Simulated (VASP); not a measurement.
# MgO2 (R-3m) in VASP: notebook, part 2 of 2

VASP 6.6.1. Earlier steps stand in the parts before.

### 3 Single point, r2SCAN (10.56 Å³/atom)

This run uses another cell than the first one, of 10.56 Å³/atom.

Input file POSCAR:

```
MgO2
1.0
    1.6156258717      0.9327820319      3.5028609953
   -1.6156258717      0.9327820319      3.5028609953
    0.0000000000     -1.8655640638      3.5028609953
Mg O
1 2
Direct
    0.0000000000      0.0000000000      0.0000000000
    0.4291729277      0.4291729277      0.4291729277
    0.5708270723      0.5708270723      0.5708270723
```

Input file INCAR.step1:

```
SYSTEM = MgO2
ALGO = Normal ; EDIFF = 1E-4
ENCUT = 520 ; GGA = PE
ISMEAR = 0 ; LASPH = .TRUE.
LCHARG = .FALSE. ; LREAL = .FALSE.
LWAVE = .TRUE. ; NBANDS = 14
NELM = 60 ; PREC = Accurate
SIGMA = 0.02
```

Input file INCAR.step2:

```
SYSTEM = MgO2
ALGO = Normal ; EDIFF = 1E-6
ENCUT = 520 ; ISIF = 2
ISMEAR = 0 ; ISTART = 1
LASPH = .TRUE. ; LCHARG = .FALSE.
LMIXTAU = .TRUE. ; LREAL = .FALSE.
LWAVE = .FALSE. ; METAGGA = R2SCAN
NBANDS = 14 ; NELM = 60
PREC = Accurate ; SIGMA = 0.02
```

Input file KPOINTS:

```
k-points
0
G
  12 12 12
  0 0 0
```

Potentials or basis: VASP PAW PBE potentials, release 64 (Mg, O).

On the command line:

```
> cat potpaw_PBE.64/Mg/POTCAR potpaw_PBE.64/O/POTCAR > POTCAR
> cp INCAR.step1 INCAR
> mpirun -np 1 vasp_std > vasp.out
> cp INCAR.step2 INCAR
> mpirun -np 1 vasp_std > vasp.out
```

OUTCAR:

```text
SYSTEM = MgO2
   EDIFF = 1E-6
   ENCUT = 520
   ISIF = 2
   ISMEAR = 0
   ISTART = 1
   LASPH = .TRUE.
   LREAL = .FALSE.
   METAGGA = R2SCAN
   NELM = 60
   PREC = Accurate

 ion  position               nearest neighbor table
   1  0.000  0.000  0.000-   3 2.12   2 2.12   3 2.12   3 2.12   2 2.12   2 2.12
   2  0.429  0.429  0.429-   3 1.49   1 2.12   1 2.12   1 2.12
   3  0.571  0.571  0.571-   2 1.49   1 2.12   1 2.12   1 2.12

  LATTYP: Found a trigonal (rhomboedric) cell.
 ALAT       =     3.9686728800
 COS(alpha) =     0.6685477382

  Lattice vectors:

 A1 = (   1.6156258717,   0.9327820319,   3.5028609953)
 A2 = (  -1.6156258717,   0.9327820319,   3.5028609953)
 A3 = (   0.0000000000,  -1.8655640638,   3.5028609953)

Analysis of symmetry for initial positions (statically):
=====================================================================
 Subroutine PRICEL returns:
 Original cell was already a primitive cell.

 Routine SETGRP: Setting up the symmetry group for a
 trigonal (rhombohedral) supercell.

 Subroutine GETGRP returns: Found 12 space group operations
 (whereof 12 operations were pure point group operations)
[... 184 lines left out ...]
      9       7.7932      0.00000
     10      15.1348      0.00000
     11      17.1255      0.00000
     12      17.7993      0.00000
     13      17.7993      0.00000
     14      19.6275      0.00000
[... 377 lines left out ...]
      1     -19.6243      2.00000
      2     -13.5864      2.00000
      3      -4.4199      2.00000
      4      -3.5544      2.00000
      5      -2.0161      2.00000
      6       0.7273      2.00000
      7       1.0258      2.00000
      8       7.0408      0.00000
      9      12.1050      0.00000
     10      13.0968      0.00000
     11      15.6168      0.00000
     12      17.4278      0.00000
     13      17.7427      0.00000
     14      20.2743      0.00000

 [... further k-points ...]

------------------------ aborting loop because EDIFF is reached ----------------------------------------

  FORCE on cell =-STRESS in cart. coord.  units (eV):
  Direction    XX          YY          ZZ          XY          YZ          ZX
  --------------------------------------------------------------------------------------
  -------------------------------------------------------------------------------------
  Total       -1.5834172     -1.5834172     -1.1371840      0.0000000      0.0000000      0.0000000
  in kB      -80.0959969    -80.0959969    -57.5236184      0.0000000      0.0000000      0.0000000
  external PRESSURE =     -72.5718707 kB  Pullay stress =       0.0000000 kB

 VOLUME and BASIS-vectors are now :
 -----------------------------------------------------------------------------
  energy-cutoff  :      520.00
  volume of cell :       31.67
      direct lattice vectors                 reciprocal lattice vectors
     1.615625872  0.932782032  3.502860995     0.309477589  0.178676970  0.095160309
    -1.615625872  0.932782032  3.502860995    -0.309477589  0.178676970  0.095160309
     0.000000000 -1.865564064  3.502860995     0.000000000 -0.357353939  0.095160309

 POSITION                                       TOTAL-FORCE (eV/Angst)
 -----------------------------------------------------------------------------------
      0.00000      0.00000      0.00000         0.000000      0.000000      0.000000
      0.00000      0.00000      4.51000         0.000000      0.000000     -0.269684
      0.00000      0.00000      5.99858         0.000000     -0.000000      0.269684
 -----------------------------------------------------------------------------------
    total drift:                               -0.000000      0.000000     -0.000000

  FREE ENERGIE OF THE ION-ELECTRON SYSTEM (eV)
  ---------------------------------------------------
  free  energy   TOTEN  =       -21.5285569902 eV

  energy  without entropy=      -21.5285569902  energy(sigma->0) =      -21.52855699
```

OSZICAR.step1:

```text
N       E                     dE             d eps       ncg     rms          rms(c)
DAV:   1     0.472101794113E+02    0.47210E+02   -0.76451E+03  5852   0.911E+02
DAV:   2    -0.153842275311E+02   -0.62594E+02   -0.58049E+02  6918   0.194E+02
DAV:   3    -0.177621187500E+02   -0.23779E+01   -0.23713E+01  6228   0.364E+01
DAV:   4    -0.177714751656E+02   -0.93564E-02   -0.93562E-02  6264   0.260E+00
DAV:   5    -0.177715223298E+02   -0.47164E-04   -0.47164E-04  6318   0.175E-01    0.850E+00
DAV:   6    -0.164627259682E+02    0.13088E+01   -0.21332E+00  5550   0.122E+01    0.358E+00
DAV:   7    -0.163639346261E+02    0.98791E-01   -0.17769E-01  5760   0.361E+00    0.173E+00
DAV:   8    -0.163620667624E+02    0.18679E-02   -0.59289E-02  5370   0.230E+00    0.245E-01
DAV:   9    -0.163633496023E+02   -0.12828E-02   -0.11668E-02  6252   0.786E-01    0.975E-02
DAV:  10    -0.163634373985E+02   -0.87796E-04   -0.55201E-04  5820   0.219E-01
   1 F= -.16363437E+02 E0= -.16363437E+02  d E =-.899847E-17
```

Run time: 4.1 min. Hardware: 1 thread of Intel Xeon 6975P-C (Granite Rapids), shared host; peak memory 0.23 GiB.

What came out:

| Property | Result |
| --- | --- |
| Free energy | -21.5286 eV |
| Pressure | -7.3 GPa |
| Largest force | 0.270 eV/Å |
| Band gap on the k mesh | 2.94 eV |

Forces in eV/Å, atoms in the order of the input:
```
Mg   0.000  0.000  0.000
O    0.000  0.000 -0.270
O    0.000  0.000  0.270
```

Levels at points of the mesh, in eV from the valence-band top:
| k point | band 5 | band 6 | band 7 | band 8 | band 9 | band 10 |
| --- | --- | --- | --- | --- | --- | --- |
| (0.00, 0.00, 0.00) | -3.46 | -0.80 | -0.80 | 5.15 | 5.64 | 12.99 |
| (0.50, 0.00, 0.00) | -3.78 | -1.24 | -1.09 | 4.93 | 9.28 | 10.93 |
| (0.50, 0.50, 0.00) | -4.45 | -2.08 | -0.13 | 4.23 | 8.51 | 11.71 |
| (0.50, 0.50, 0.50) | -3.97 | 0.00 | 0.00 | 2.94 | 5.59 | 10.26 |

Caveat: the cell stands under tension; the PAW data sets were made with another functional, which shifts forces and pressure a little. A k mesh can miss the band edges.
